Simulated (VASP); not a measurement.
# BeTe (P6_3/mmc) in VASP: a series of runs, part 2 of 2

VASP 6.6.1. Earlier steps stand in the parts before.

### Step 5. Relaxation of cell and atoms, PBE

This run uses another cell than the first one, of 21.60 Å³/atom.

INCAR

```
SYSTEM = BeTe
PREC = Accurate ; ENCUT = 600
EDIFF = 1E-7 ; ISMEAR = 0
SIGMA = 0.1 ; LREAL = .FALSE.
LASPH = .TRUE. ; NELM = 80
ALGO = Normal ; ISIF = 3
LWAVE = .FALSE. ; LCHARG = .FALSE.
GGA = PE ; IBRION = 2
NSW = 90 ; EDIFFG = -0.04
```

KPOINTS

```
regular mesh
0
G
  6 6 2
  0 0 0
```

POSCAR

```
BeTe
1.0
    4.4172108700      0.0000000000      0.0000000000
   -2.2086054400      3.8254168300      0.0000000000
    0.0000000000      0.0000000000     10.2259410600
Be Te
4 4
Direct
    0.0000000000      0.0000000000      0.0000000000
    0.0000000000      0.0000000000      0.5000000000
    0.3333333300      0.6666666700      0.2500000000
    0.6666666700      0.3333333300      0.7500000000
    0.3333333300      0.6666666700      0.6363622500
    0.6666666700      0.3333333300      0.1363622500
    0.6666666700      0.3333333300      0.3636377500
    0.3333333300      0.6666666700      0.8636377500
```

Run with:

```
$ cat potpaw_PBE.64/Be/POTCAR potpaw_PBE.64/Te/POTCAR > POTCAR
$ mpirun -np 1 vasp_std > vasp.out
```

Run time: 9.8 min. Hardware: 1 thread of AMD EPYC 7R13 (Zen 3), shared host; peak memory 0.33 GiB.

Results (log left out):

- Free energy: -25.3226 eV
- Relaxed volume: 19.78 Å³/atom
- Relaxed cell: a = 3.721 Å, b = 3.721 Å, c = 13.194 Å, α = 90.00°, β = 90.00°, γ = 120.00°
- Space group after relaxing (to 0.1 Å): P6_3/mmc (No. 194)
- Energy gained by relaxing: 990.3 meV/atom
- Ionic steps: 14
- Pressure after relaxing: 0.0 GPa
- Largest force after relaxing: 0.004 eV/Å
- Band gap on the k mesh: zero (bands 16 and 17 overlap by 1.04 eV)

Forces in eV/Å, atoms in the order of the input:
```
Be   0.000  0.000  0.000
Be   0.000  0.000  0.000
Be   0.000  0.000  0.000
Be   0.000  0.000  0.000
Te   0.000  0.000 -0.004
Te   0.000  0.000 -0.004
Te   0.000  0.000  0.004
Te   0.000  0.000  0.004
```

Stress tensor (GPa, compression positive):
```
 0.04  0.00  0.00
 0.00  0.04  0.00
 0.00  0.00 -0.10
```

The path:
```
step  energy change (eV)  largest force (eV/Å)  pressure (GPa)  volume (Å³)
   1              0.0000                9.8267           10.77       172.79
   2             -4.6060                1.6512           -6.37       208.13
   3             -5.3792                0.2749           -5.74       191.72
   4             -5.3897                0.7498           -6.32       195.43
   5             -5.4041                0.6000           -6.15       194.13
   6             -6.8966                1.3317           -2.34       173.05
   7             -7.1728                1.7065            0.79       162.77
   8             -7.1823                1.7980            1.69       160.28
   9             -7.7014                0.9038            0.17       160.36
  10             -7.9138                0.1265           -0.70       160.15
  11             -7.9171                0.0130           -0.76       160.08
  12             -7.9177                0.0287           -0.74       160.10
  13             -7.9214                0.0197            0.34       157.37
  14             -7.9224                0.0042            0.00       158.20
```

Final structure:
```cif
data_structure
_symmetry_space_group_name_H-M 'P 1'
_symmetry_Int_Tables_number 1
_cell_length_a 3.7210
_cell_length_b 3.7210
_cell_length_c 13.1939
_cell_angle_alpha 90.000
_cell_angle_beta 90.000
_cell_angle_gamma 120.000
_cell_volume 158.20
loop_
_atom_site_label
_atom_site_type_symbol
_atom_site_fract_x
_atom_site_fract_y
_atom_site_fract_z
_atom_site_occupancy
Be1 Be 0.00000 0.00000 0.00000 1
Be2 Be 0.00000 0.00000 0.50000 1
Be3 Be 0.33333 0.66667 0.25000 1
Be4 Be 0.66667 0.33333 0.75000 1
Te1 Te 0.33333 0.66667 0.61959 1
Te2 Te 0.66667 0.33333 0.11959 1
Te3 Te 0.66667 0.33333 0.38041 1
Te4 Te 0.33333 0.66667 0.88041 1
```

Levels at points of the mesh, in eV from the Fermi level:
| k point | band 12 | band 13 | band 14 | band 15 | band 16 | band 17 | band 18 | band 19 | band 20 | band 21 |
| --- | --- | --- | --- | --- | --- | --- | --- | --- | --- | --- |
| (0.00, 0.00, 0.00) | -0.35 | 0.28 | 0.28 | 0.43 | 0.43 | 2.21 | 2.70 | 2.70 | 3.18 | 4.26 |
| (0.50, 0.00, 0.00) | -2.28 | -2.05 | -1.69 | -1.10 | -0.44 | -0.36 | 0.11 | 0.81 | 2.08 | 2.26 |
| (0.00, 0.00, 0.50) | -0.35 | 0.35 | 0.35 | 0.35 | 0.35 | 2.99 | 2.99 | 3.10 | 3.10 | 3.10 |
| (0.50, 0.00, 0.50) | -2.49 | -1.86 | -1.86 | -0.96 | -0.96 | -0.15 | -0.15 | 1.62 | 1.62 | 2.81 |

Caveat: a cell axis changed by over 15 % at a fixed basis, so the end point is rough; spin-orbit coupling is left out, which moves the levels of the heavy elements.

### Step 6. Relaxation of cell and atoms, PBE

INCAR

```
SYSTEM = BeTe
PREC     = Accurate       ! precision mode
ENCUT    = 600            ! plane-wave cutoff, eV
EDIFF    = 1E-6           ! SCF threshold, eV
ISMEAR   = 0              ! smearing method
SIGMA    = 0.1            ! smearing width, eV
LREAL    = .FALSE.        ! projectors in reciprocal space
LASPH    = .TRUE.         ! aspherical terms in the spheres
NELM     = 60             ! most SCF steps
ALGO     = Normal         ! electronic algorithm
ISIF     = 3              ! what is computed and relaxed
LWAVE    = .FALSE.        ! write WAVECAR
LCHARG   = .FALSE.        ! write CHGCAR
GGA      = PE             ! functional
IBRION   = 2              ! ionic algorithm
NSW      = 100            ! ionic steps
EDIFFG   = -0.01          ! ionic threshold
```

KPOINTS

```
regular mesh
0
G
  12 12 4
  0 0 0
```

POSCAR

```
BeTe
1.0
    3.7301770078      0.0000000000      0.0000000000
   -1.8650885039      3.2304280494      0.0000000000
    0.0000000000      0.0000000000     13.1459660701
Be Te
4 4
Direct
    0.0000000000      0.0000000000      0.0000000000
    0.0000000000      0.0000000000      0.5000000000
    0.3333333333      0.6666666667      0.2500000000
    0.6666666667      0.3333333333      0.7500000000
    0.3333333333      0.6666666667      0.6195034129
    0.6666666667      0.3333333333      0.1195034129
    0.6666666667      0.3333333333      0.3804965871
    0.3333333333      0.6666666667      0.8804965871
```

Potentials or basis: VASP PAW PBE potentials, release 64 (Be, Te).

Run with:

```
$ cat potpaw_PBE.64/Be/POTCAR potpaw_PBE.64/Te/POTCAR > POTCAR
$ mpirun -np 1 vasp_std > vasp.out
```

OUTCAR:

```text
SYSTEM = BeTe
   PREC = Accurate
   ENCUT = 600
   EDIFF = 1E-6
   ISMEAR = 0
   LREAL = .FALSE.
   LASPH = .TRUE.
   NELM = 60
   ISIF = 3
   GGA = PE
   IBRION = 2
   NSW = 100
   EDIFFG = -0.01

 ion  position               nearest neighbor table
   1  0.000  0.000  0.000-   6 2.67   8 2.67   6 2.67   8 2.67   6 2.67   8 2.67
   2  0.000  0.000  0.500-   5 2.67   7 2.67   7 2.67   5 2.67   7 2.67   5 2.67
   3  0.333  0.667  0.250-   6 2.75   7 2.75   6 2.75   7 2.75   6 2.75   7 2.75
   4  0.667  0.333  0.750-   5 2.75   8 2.75   5 2.75   8 2.75   5 2.75   8 2.75
   5  0.333  0.667  0.620-   2 2.67   2 2.67   2 2.67   4 2.75   4 2.75   4 2.75   8 3.43
   6  0.667  0.333  0.120-   1 2.67   1 2.67   1 2.67   3 2.75   3 2.75   3 2.75   7 3.43
   7  0.667  0.333  0.380-   2 2.67   2 2.67   2 2.67   3 2.75   3 2.75   3 2.75   6 3.43
   8  0.333  0.667  0.880-   1 2.67   1 2.67   1 2.67   4 2.75   4 2.75   4 2.75   5 3.43

  LATTYP: Found a hexagonal cell.
 ALAT       =     3.7301770078
 C/A-ratio  =     3.5242204439

  Lattice vectors:

 A1 = (   3.7301770078,   0.0000000000,   0.0000000000)
 A2 = (  -1.8650885039,   3.2304280494,   0.0000000000)
 A3 = (   0.0000000000,   0.0000000000,  13.1459660701)

Analysis of symmetry for initial positions (statically):
=====================================================================
 Subroutine PRICEL returns:
[... 194 lines left out ...]
  -------------------------------------------------------------------------------------
  Total       -0.0162879     -0.0162879     -0.2454474      0.0000000      0.0000000      0.0000000
  in kB       -0.1647384     -0.1647384     -2.4824874      0.0000000      0.0000000      0.0000000
  external PRESSURE =      -0.9373214 kB  Pullay stress =       0.0000000 kB
[... 113 lines left out ...]
--------------------------------------- Ionic step        4  -------------------------------------------

 number of electron      31.9999999 magnetization

 Free energy of the ion-electron system (eV)
  ---------------------------------------------------
  ext. energy  EPLUGINS =         0.00000000
  ---------------------------------------------------
  free energy    TOTEN  =       -25.32666011 eV

  energy without entropy =      -25.31023946  energy(sigma->0) =      -25.31844978

 E-fermi :   7.0109     XC(G=0):  -9.8405

 val. band max:        7.0079298502   @ k =   0.4167   0.1667   0.2500
 cond. band min:       7.0204092387   @ k =   0.0833   0.0833   0.0000
 fundamental gap:      0.0124793885
 Fermi energy:         7.0108931305

 k-point     1 :       0.0000    0.0000    0.0000
  band No.  band energies     occupation
      1      -6.3270      2.00000
      2      -5.7636      2.00000
      3      -5.5768      2.00000
      4      -4.6580      2.00000
      5       0.0136      2.00000
      6       2.5066      2.00000
[... 565 lines left out ...]
     20       9.5443      0.00000
     21       9.9099      0.00000

 [... further k-points ...]

------------------------ aborting loop because EDIFF is reached ----------------------------------------

  FORCE on cell =-STRESS in cart. coord.  units (eV):
  Direction    XX          YY          ZZ          XY          YZ          ZX
  --------------------------------------------------------------------------------------
  -------------------------------------------------------------------------------------
  Total       -0.0023023     -0.0023023      0.0275561      0.0000000      0.0000000      0.0000000
  in kB       -0.0233197     -0.0233197      0.2791078      0.0000000      0.0000000      0.0000000
  external PRESSURE =       0.0774895 kB  Pullay stress =       0.0000000 kB
[... 23 lines left out ...]
  FREE ENERGIE OF THE ION-ELECTRON SYSTEM (eV)
  ---------------------------------------------------
  free  energy   TOTEN  =       -25.3266601063 eV

  energy  without entropy=      -25.3102394612  energy(sigma->0) =      -25.31844978

 reached required accuracy - stopping structural energy minimisation
```

OSZICAR:

```text
N       E                     dE             d eps       ncg     rms          rms(c)
DAV:   1     0.133557947298E+03    0.13356E+03   -0.13211E+04  2394   0.141E+03
DAV:   2    -0.116983321145E+02   -0.14526E+03   -0.13876E+03  2952   0.191E+02
DAV:   3    -0.249832609957E+02   -0.13285E+02   -0.12712E+02  3254   0.671E+01
[... 25 lines left out ...]
DAV:   2    -0.253266730557E+02    0.24224E-04   -0.18375E-04  2819   0.766E-02    0.262E-02
DAV:   3    -0.253266657305E+02    0.73252E-05   -0.14797E-05  2952   0.187E-02    0.123E-02
DAV:   4    -0.253266614280E+02    0.43025E-05   -0.37073E-06  2410   0.790E-03    0.294E-03
DAV:   5    -0.253266602922E+02    0.11358E-05   -0.56780E-07  1387   0.402E-03    0.346E-03
DAV:   6    -0.253266601063E+02    0.18584E-06   -0.16051E-07  1377   0.270E-03
   4 F= -.25326660E+02 E0= -.25318450E+02  d E =-.551751E-04
```

It took 6 min on 1 thread of AMD EPYC 7R13 (Zen 3), shared host; peak memory 0.41 GiB.

Results:

```yaml
Free_energy: -25.3267 eV
Relaxed_volume: 19.77 Å³/atom
Relaxed_cell: a = 3.731 Å, b = 3.731 Å, c = 13.123 Å, α = 90.00°, β = 90.00°, γ = 120.00°
Space_group_after_relaxing_to_0.1_Å: P6_3/mmc (No. 194)
Energy_gained_by_relaxing: 0.1 meV/atom
Ionic_steps: 4
Pressure_after_relaxing: 0.0 GPa
Largest_force_after_relaxing: 0.005 eV/Å
Band_gap_on_the_k_mesh: zero (bands 16 and 17 overlap by 1.12 eV)
```

Forces in eV/Å, atoms in the order of the input:
```
Be   0.000  0.000  0.000
Be   0.000  0.000  0.000
Be   0.000  0.000  0.000
Be   0.000  0.000  0.000
Te   0.000  0.000  0.005
Te   0.000  0.000  0.005
Te   0.000  0.000 -0.005
Te   0.000  0.000 -0.005
```

Step by step:
```
step  energy change (eV)  largest force (eV/Å)  pressure (GPa)  volume (Å³)
   1              0.0000                0.0377           -0.09       158.41
   2             -0.0004                0.0194            0.02       158.14
   3             -0.0004                0.0137            0.05       158.06
   4             -0.0005                0.0050            0.01       158.18
```

Final structure:
```yaml
crystal:
  lattice:
    - [3.73076, 0.00000, 0.00000]
    - [-1.86538, 3.23093, 0.00000]
    - [0.00000, 0.00000, 13.12294]
  atoms:
    - { symbol: Be, position: [0.00000, 0.00000, 0.00000] }
    - { symbol: Be, position: [0.00000, 0.00000, 0.50000] }
    - { symbol: Be, position: [0.33333, 0.66667, 0.25000] }
    - { symbol: Be, position: [0.66667, 0.33333, 0.75000] }
    - { symbol: Te, position: [0.33333, 0.66667, 0.61976] }
    - { symbol: Te, position: [0.66667, 0.33333, 0.11976] }
    - { symbol: Te, position: [0.66667, 0.33333, 0.38024] }
    - { symbol: Te, position: [0.33333, 0.66667, 0.88024] }
```

Caveat: spin-orbit coupling is left out, which moves the levels of the heavy elements.

### Step 7. Summary

| task | cell | k mesh | cutoff (eV) | gap on the mesh (eV) | pressure (GPa) | relaxed volume (Å³/atom) |
| --- | --- | --- | --- | --- | --- | --- |
| single point | a = 3.730, b = 3.730, c = 13.146 Å, angles 90.0, 90.0, 120.0°, 8 atoms, atomic positions A | 6 × 6 × 2 | 520 | none | 0.0 | - |
| single point | a = 4.417, b = 4.417, c = 10.226 Å, angles 90.0, 90.0, 120.0°, 8 atoms, atomic positions B | 6 × 6 × 2 | 520 | none | 10.8 | - |
| single point | a = 3.730, b = 3.730, c = 13.124 Å, angles 90.0, 90.0, 120.0°, 8 atoms, atomic positions A | 12 × 12 × 4 | 520 | none | 0.0 | - |
| relaxation of cell and atoms | relaxed from a = 4.417, b = 4.417, c = 10.226 Å, angles 90.0, 90.0, 120.0°, 8 atoms, atomic positions B | 6 × 6 × 2 | 600 | none | 0.0 | 19.78 |
| relaxation of cell and atoms | relaxed from a = 3.730, b = 3.730, c = 13.146 Å, angles 90.0, 90.0, 120.0°, 8 atoms, atomic positions A | 12 × 12 × 4 | 600 | none | 0.0 | 19.77 |

Alike in all rows: level PBE; potentials or basis VASP PAW PBE potentials, release 64 (Be, Te); no spin polarisation; smearing gaussian 0.1 eV.

Caveats: spin-orbit coupling is left out, which moves the levels of the heavy elements; the cell stands under pressure (at least some runs); forces of over 1 eV/Å act on the atoms, so gaps and moduli don't describe the material at rest (at least some runs); a cell axis changed by over 15 % at a fixed basis, so the end point is rough (at least some runs).

Total energies depend on the potentials used, so only differences within one code and one set of settings carry meaning.
